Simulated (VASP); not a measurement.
# SrCl2 (Fm-3m) in VASP: further runs, part 2 of 2

VASP 6.6.1.

### 3 Single point, LDA (27.17 Å³/atom)

This run uses another cell than the first one, of 27.17 Å³/atom.

INCAR reads:

```
SYSTEM = SrCl2
  ALGO = Normal
  EDIFF = 1E-6
  ENCUT = 520
  ISIF = 2
  ISMEAR = -1
  LASPH = .TRUE.
  LCHARG = .TRUE.
  LELF = .TRUE.
  LREAL = .FALSE.
  LVHAR = .TRUE.
  LWAVE = .FALSE.
  NBANDS = 19
  NELM = 60
  PREC = Accurate
  SIGMA = 0.05
```

KPOINTS reads:

```
k-points
0
G
  7 7 7
  0 0 0
```

POSCAR reads:

```
SrCl2
1.0
    0.0000000000      3.4412043558      3.4412043558
    3.4412043558      0.0000000000      3.4412043558
    3.4412043558      3.4412043558      0.0000000000
Sr Cl
1 2
Direct
    0.0000000000      0.0000000000      0.0000000000
    0.7500000000      0.7500000000      0.7500000000
    0.2500000000      0.2500000000      0.2500000000
```

Potentials or basis: VASP PAW LDA potentials, release 64 (Sr_sv, Cl).

The run is started by

```bash
$ cat potpaw_LDA.64/Sr_sv/POTCAR potpaw_LDA.64/Cl/POTCAR > POTCAR
$ mpirun -np 1 vasp_std > vasp.out
```

Run time: 24 s. Hardware: 1 thread of Intel Xeon Platinum 8375C at 2.90GHz (Ice Lake), shared host; peak memory 0.18 GiB.

It converged, with:

| Quantity | Value |
| --- | --- |
| Free energy | -14.0681 eV |
| Pressure | -1.3 GPa |
| Band gap on the k mesh | 5.08 eV (least direct gap 5.35 eV) |

Levels at points of the mesh, in eV from the valence-band top:
```csv
k point,band 9,band 10,band 11,band 12,band 13,band 14,band 15,band 16
"(0.00, 0.00, 0.00)",-2.30,-0.33,-0.33,-0.33,5.08,5.83,5.83,8.81
```

Caveat: an odd mesh through Γ misses points on the zone boundary, where band edges can lie.

### 4 Single point, LDA (27.73 Å³/atom)

This run uses another cell than the first one, of 27.73 Å³/atom.

INCAR reads:

```
SYSTEM = SrCl2
PREC     = Accurate       ! precision mode
ENCUT    = 520            ! plane-wave cutoff, eV
EDIFF    = 1E-6           ! SCF threshold, eV
ISMEAR   = -1             ! smearing method
SIGMA    = 0.05           ! smearing width, eV
LREAL    = .FALSE.        ! projectors in reciprocal space
LASPH    = .TRUE.         ! aspherical terms in the spheres
NELM     = 100            ! most SCF steps
ALGO     = Normal         ! electronic algorithm
ISIF     = 2              ! what is computed and relaxed
LWAVE    = .FALSE.        ! write WAVECAR
LCHARG   = .FALSE.        ! write CHGCAR
NBANDS   = 19             ! bands
```

KPOINTS reads:

```
regular mesh
0
G
  7 7 7
  0 0 0
```

POSCAR reads:

```
SrCl2
1.0
    0.0000000000      3.4649375496      3.4649375496
    3.4649375496      0.0000000000      3.4649375496
    3.4649375496      3.4649375496      0.0000000000
Sr Cl
1 2
Direct
    0.0000000000      0.0000000000      0.0000000000
    0.7500000000      0.7500000000      0.7500000000
    0.2500000000      0.2500000000      0.2500000000
```

The run is started by

```bash
$ cat potpaw_LDA.64/Sr_sv/POTCAR potpaw_LDA.64/Cl/POTCAR > POTCAR
$ mpirun -np 1 vasp_std > vasp.out
```

Wall time 21 s (1 thread of Intel Xeon Platinum 8375C at 2.90GHz (Ice Lake), shared host); peak memory 0.18 GiB.

Results (log left out):

```yaml
Free_energy: -14.0506 eV
Pressure: -2.1 GPa
Band_gap_on_the_k_mesh: 5.00 eV (least direct gap 5.32 eV)
```

Levels at points of the mesh, in eV from the valence-band top:
```csv
k point,band 10,band 11,band 12,band 13,band 14,band 15
"(0.00, 0.00, 0.00)",-0.32,-0.32,-0.32,5.00,5.85,5.85
```

Caveat: an odd mesh through Γ misses points on the zone boundary, where band edges can lie.

### 5 Single point, LDA (28.86 Å³/atom)

This run uses another cell than the first one, of 28.86 Å³/atom.

INCAR reads:

```
SYSTEM = SrCl2
PREC = Accurate
ENCUT = 520
EDIFF = 1E-7
ISMEAR = -1
SIGMA = 0.05
LREAL = .FALSE.
LASPH = .TRUE.
NELM = 80
ALGO = Normal
ISIF = 2
LWAVE = .FALSE.
LCHARG = .FALSE.
NBANDS = 19
```

KPOINTS is that of step 4.

POSCAR reads:

```
SrCl2
1.0
    0.0000000000      3.5114523289      3.5114523289
    3.5114523289      0.0000000000      3.5114523289
    3.5114523289      3.5114523289      0.0000000000
Sr Cl
1 2
Direct
    0.0000000000      0.0000000000      0.0000000000
    0.7500000000      0.7500000000      0.7500000000
    0.2500000000      0.2500000000      0.2500000000
```

The run is started by

```bash
$ cat potpaw_LDA.64/Sr_sv/POTCAR potpaw_LDA.64/Cl/POTCAR > POTCAR
$ mpirun -np 1 vasp_std > vasp.out
```

Wall time 28 s (1 thread of Intel Xeon Platinum 8375C at 2.90GHz (Ice Lake), shared host); peak memory 0.2 GiB.

It converged, with:

| Item | Value |
| --- | --- |
| Free energy | -13.9940 eV |
| Pressure | -3.3 GPa |
| Band gap on the k mesh | 4.85 eV (least direct gap 5.15 eV) |

Levels at points of the mesh, in eV from the valence-band top:
```
           k point  band 10  band 11  band 12  band 13  band 14  band 15
(0.00, 0.00, 0.00)    -0.31    -0.31    -0.31     4.85     5.86     5.86
```

Caveat: the cell stands under tension; an odd mesh through Γ misses points on the zone boundary, where band edges can lie.

### 6 Single point, LDA (29.43 Å³/atom)

This run uses another cell than the first one, of 29.43 Å³/atom.

Changes to INCAR since step 5:

```diff
@@ -8,3 +8,3 @@
 LASPH = .TRUE.
-NELM = 80
+NELM = 60
 ALGO = Normal
```

KPOINTS is that of step 5.

POSCAR reads:

```
SrCl2
1.0
    0.0000000000      3.5342546063      3.5342546063
    3.5342546063      0.0000000000      3.5342546063
    3.5342546063      3.5342546063      0.0000000000
Sr Cl
1 2
Direct
    0.0000000000      0.0000000000      0.0000000000
    0.7500000000      0.7500000000      0.7500000000
    0.2500000000      0.2500000000      0.2500000000
```

Potentials or basis: VASP PAW LDA potentials, release 64 (Sr_sv, Cl).

The run is started by

```bash
$ cat potpaw_LDA.64/Sr_sv/POTCAR potpaw_LDA.64/Cl/POTCAR > POTCAR
$ mpirun -np 1 vasp_std > vasp.out
```

OUTCAR:

```text
SYSTEM = SrCl2
   PREC = Accurate
   ENCUT = 520
   EDIFF = 1E-7
   ISMEAR = -1
   LREAL = .FALSE.
   LASPH = .TRUE.
   NELM = 60
   ISIF = 2

 ion  position               nearest neighbor table
   1  0.000  0.000  0.000-   2 3.06   2 3.06   2 3.06   2 3.06   3 3.06   3 3.06   3 3.06   3 3.06

   2  0.750  0.750  0.750-   1 3.06   1 3.06   1 3.06   1 3.06
   3  0.250  0.250  0.250-   1 3.06   1 3.06   1 3.06   1 3.06

  LATTYP: Found a face centered cubic cell.
 ALAT       =     7.0685092126

  Lattice vectors:

 A1 = (   0.0000000000,   3.5342546063,   3.5342546063)
 A2 = (   3.5342546063,   0.0000000000,   3.5342546063)
 A3 = (   3.5342546063,   3.5342546063,   0.0000000000)

Analysis of symmetry for initial positions (statically):
=====================================================================
 Subroutine PRICEL returns:
 Original cell was already a primitive cell.

 Routine SETGRP: Setting up the symmetry group for a
 face centered cubic supercell.

[... 159 lines left out ...]
  free energy    TOTEN  =       -13.95659501 eV

  energy without entropy =      -13.95659501  energy(sigma->0) =      -13.95659501

 E-fermi :   0.8310     XC(G=0):  -8.6346

 val. band max:       -0.3273588594   @ k =  -0.4286   0.4286   0.0000
 cond. band min:       4.4475906584   @ k =   0.0000   0.0000   0.0000
 fundamental gap:      4.7749495178
 Fermi energy:         0.8310165510

 k-point     1 :       0.0000    0.0000    0.0000
  band No.  band energies     occupation
      1     -33.1144      2.00000
      2     -15.1976      2.00000
      3     -15.1976      2.00000
      4     -15.1976      2.00000
      5     -13.4104      2.00000
      6     -12.6067      2.00000
[... 417 lines left out ...]
      6     -12.7916      2.00000
[... 11 lines left out ...]
     18       8.4632      0.00000
     19       9.6732      0.00000

------------------------ aborting loop because EDIFF is reached ----------------------------------------

  FORCE on cell =-STRESS in cart. coord.  units (eV):
  Direction    XX          YY          ZZ          XY          YZ          ZX
  --------------------------------------------------------------------------------------
  -------------------------------------------------------------------------------------
  Total       -2.1137066     -2.1137066     -2.1137066     -0.0000000     -0.0000000      0.0000000
  in kB      -38.3558652    -38.3558652    -38.3558652     -0.0000000     -0.0000000      0.0000000
  external PRESSURE =     -38.3558652 kB  Pullay stress =       0.0000000 kB

 VOLUME and BASIS-vectors are now :
 -----------------------------------------------------------------------------
  energy-cutoff  :      520.00
  volume of cell :       88.29
      direct lattice vectors                 reciprocal lattice vectors
     0.000000000  3.534254606  3.534254606    -0.141472547  0.141472547  0.141472547
     3.534254606  0.000000000  3.534254606     0.141472547 -0.141472547  0.141472547
     3.534254606  3.534254606  0.000000000     0.141472547  0.141472547 -0.141472547

 POSITION                                       TOTAL-FORCE (eV/Angst)
 -----------------------------------------------------------------------------------
      0.00000      0.00000      0.00000        -0.000000      0.000000      0.000000
      5.30138      5.30138      5.30138        -0.000000     -0.000000     -0.000000
      1.76713      1.76713      1.76713         0.000000      0.000000      0.000000
 -----------------------------------------------------------------------------------
    total drift:                               -0.000000     -0.000000      0.000000

  FREE ENERGIE OF THE ION-ELECTRON SYSTEM (eV)
  ---------------------------------------------------
  free  energy   TOTEN  =       -13.9565950092 eV

  energy  without entropy=      -13.9565950092  energy(sigma->0) =      -13.95659501
```

stdout:

```text
POSCAR found type information on POSCAR SrCl
 POSCAR found :  2 types and       3 ions
 scaLAPACK will be used
 LDA part: xc-table for (Slater(with rela. corr.)+CA(PZ))
 , standard interpolation
 POSCAR, INCAR and KPOINTS ok, starting setup
 FFT: planning ... GRIDC
 FFT: planning ... GRID_SOFT
 FFT: planning ... GRID
 WAVECAR not read
 entering main loop
```

Wall time 33 s (1 thread of Intel Xeon Platinum 8375C at 2.90GHz (Ice Lake), shared host); peak memory 0.2 GiB.

What came out:

```yaml
Free_energy: -13.9566 eV
Pressure: -3.8 GPa
Band_gap_on_the_k_mesh: 4.78 eV (least direct gap 5.07 eV)
```

Caveat: the cell stands under tension; an odd mesh through Γ misses points on the zone boundary, where band edges can lie.

### 7 Overview

```tsv
cell	gap on the mesh (eV)	pressure (GPa)
a = 4.833 Å, angles 60.0°, 3 atoms	5.16	-0.5
a = 4.867 Å, angles 60.0°, 3 atoms	5.08	-1.3
a = 4.900 Å, angles 60.0°, 3 atoms	5.00	-2.1
a = 4.966 Å, angles 60.0°, 3 atoms	4.85	-3.3
a = 4.998 Å, angles 60.0°, 3 atoms	4.78	-3.8
```

Alike in all rows: task single point; level LDA; potentials or basis VASP PAW LDA potentials, release 64 (Sr_sv, Cl); no spin polarisation; k mesh 7 × 7 × 7; cutoff (eV) 520; smearing fermi-dirac 0.05 eV.

Caveats: an odd mesh through Γ misses points on the zone boundary, where band edges can lie; the cell stands under tension (at least some runs).

Absolute energies hang on the potentials; compare differences alone.
